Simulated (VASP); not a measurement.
# BeTe (F-43m) in VASP: notebook, part 2 of 2

VASP 6.6.1.

### Step 4. Single point, PBE

This run uses another cell than the first one, of 22.74 Å³/atom, 1.059 times its volume.

Contents of INCAR:

```
ALGO     = Normal         # electronic algorithm
EDIFF    = 1E-6           # SCF threshold, eV
ENCUT    = 600            # plane-wave cutoff, eV
GGA      = PE             # functional
GGA_COMPAT= False        
ISIF     = 2              # what is computed and relaxed
ISMEAR   = 0              # smearing method
LASPH    = True           # aspherical terms in the spheres
LCHARG   = True           # write CHGCAR
LELF     = True           # ELF
LREAL    = False          # projectors in reciprocal space
LVHAR    = True         
LWAVE    = False          # write WAVECAR
NBANDS   = 11             # bands
NELM     = 120            # most SCF steps
PREC     = Accurate       # precision mode
SIGMA    = 0.01           # smearing width, eV
```

Contents of KPOINTS:

```
k-points
0
Gamma
  6 6 6
```

Contents of POSCAR:

```
BeTe
1.0
    0.0000000000      2.8331812673      2.8331812673
    2.8331812673      0.0000000000      2.8331812673
    2.8331812673      2.8331812673      0.0000000000
Be Te
1 1
Direct
    0.0000000000      0.0000000000      0.0000000000
    0.2500000000      0.2500000000      0.2500000000
```

Potentials or basis: VASP PAW PBE potentials, release 64 (Be, Te).

On the command line:

```
> cat potpaw_PBE.64/Be/POTCAR potpaw_PBE.64/Te/POTCAR > POTCAR
> mpirun -np 1 vasp_std > vasp.out
```

OUTCAR:

```text
EDIFF = 1E-6
   ENCUT = 600
   GGA = PE
   ISIF = 2
   ISMEAR = 0
   LASPH = True
   LREAL = False
   NELM = 120
   PREC = Accurate

 ion  position               nearest neighbor table
   1  0.000  0.000  0.000-   2 2.45   2 2.45   2 2.45   2 2.45
   2  0.250  0.250  0.250-   1 2.45   1 2.45   1 2.45   1 2.45

  LATTYP: Found a face centered cubic cell.
 ALAT       =     5.6663625346

  Lattice vectors:

 A1 = (   0.0000000000,   2.8331812673,   2.8331812673)
[... 399 lines left out ...]
------------------------ aborting loop because EDIFF is reached ----------------------------------------

  FORCE on cell =-STRESS in cart. coord.  units (eV):
  Direction    XX          YY          ZZ          XY          YZ          ZX
  --------------------------------------------------------------------------------------
  -------------------------------------------------------------------------------------
  Total        0.0277170      0.0277170      0.0277170     -0.0000000     -0.0000000      0.0000000
  in kB        0.9763453      0.9763453      0.9763453     -0.0000000     -0.0000000      0.0000000
  external PRESSURE =       0.9763453 kB  Pullay stress =       0.0000000 kB

 VOLUME and BASIS-vectors are now :
 -----------------------------------------------------------------------------
  energy-cutoff  :      600.00
  volume of cell :       45.48
      direct lattice vectors                 reciprocal lattice vectors
     0.000000000  2.833181267  2.833181267    -0.176480060  0.176480060  0.176480060
     2.833181267  0.000000000  2.833181267     0.176480060 -0.176480060  0.176480060
     2.833181267  2.833181267  0.000000000     0.176480060  0.176480060 -0.176480060

 POSITION                                       TOTAL-FORCE (eV/Angst)
 -----------------------------------------------------------------------------------
      0.00000      0.00000      0.00000        -0.000000     -0.000000     -0.000000
      1.41659      1.41659      1.41659         0.000000      0.000000      0.000000
 -----------------------------------------------------------------------------------
    total drift:                                0.000000      0.000000      0.000000

  FREE ENERGIE OF THE ION-ELECTRON SYSTEM (eV)
  ---------------------------------------------------
  free  energy   TOTEN  =        -7.6189345735 eV

  energy  without entropy=       -7.6189345735  energy(sigma->0) =       -7.61893457
```

OSZICAR:

```text
N       E                     dE             d eps       ncg     rms          rms(c)
DAV:   1     0.207270641239E+02    0.20727E+02   -0.34051E+03   352   0.642E+02
DAV:   2    -0.647585529816E+01   -0.27203E+02   -0.25988E+02   456   0.998E+01
DAV:   3    -0.772516746558E+01   -0.12493E+01   -0.12469E+01   466   0.216E+01
DAV:   4    -0.773839182633E+01   -0.13224E-01   -0.13222E-01   414   0.249E+00
DAV:   5    -0.773867061796E+01   -0.27879E-03   -0.27879E-03   454   0.355E-01    0.400E+00
DAV:   6    -0.764607044447E+01    0.92600E-01   -0.10659E-01   415   0.133E+00    0.241E+00
DAV:   7    -0.761787877057E+01    0.28192E-01   -0.94463E-02   406   0.135E+00    0.450E-01
DAV:   8    -0.761861607736E+01   -0.73731E-03   -0.58815E-03   391   0.444E-01    0.730E-02
DAV:   9    -0.761886689843E+01   -0.25082E-03   -0.32270E-04   425   0.106E-01    0.287E-02
DAV:  10    -0.761892958118E+01   -0.62683E-04   -0.76335E-05   387   0.449E-02    0.143E-02
DAV:  11    -0.761893242293E+01   -0.28417E-05   -0.28069E-06   467   0.993E-03    0.911E-03
DAV:  12    -0.761893450050E+01   -0.20776E-05   -0.44483E-06   376   0.120E-02    0.462E-03
DAV:  13    -0.761893457348E+01   -0.72984E-07   -0.28330E-08   289   0.125E-03
   1 F= -.76189346E+01 E0= -.76189346E+01  d E =-.157845E-11
```

It took 13 s on 1 thread of Intel Xeon 8259CL, shared host; peak memory 0.17 GiB.

Results:

```
Free energy            : -7.6189 eV
Pressure               : 0.1 GPa
Band gap on the k mesh : 2.02 eV, indirect (least direct gap 3.62 eV)
```

Caveat: spin-orbit coupling is left out, which moves the levels of the heavy elements.

### Step 5. Overview

| cell | gap on the mesh (eV) | pressure (GPa) |
| --- | --- | --- |
| a = 3.930 Å, angles 60.0°, 2 atoms | 1.87 | 3.8 |
| a = 3.969 Å, angles 60.0°, 2 atoms | 1.95 | 1.8 |
| a = 4.007 Å, angles 60.0°, 2 atoms | 2.02 | 0.1 |

Alike in all rows: task single point; level PBE; potentials or basis VASP PAW PBE potentials, release 64 (Be, Te); no spin polarisation; k mesh 6 × 6 × 6; cutoff (eV) 600; smearing gaussian 0.01 eV.

Caveats: spin-orbit coupling is left out, which moves the levels of the heavy elements.

Absolute energies hang on the potentials; compare differences alone.
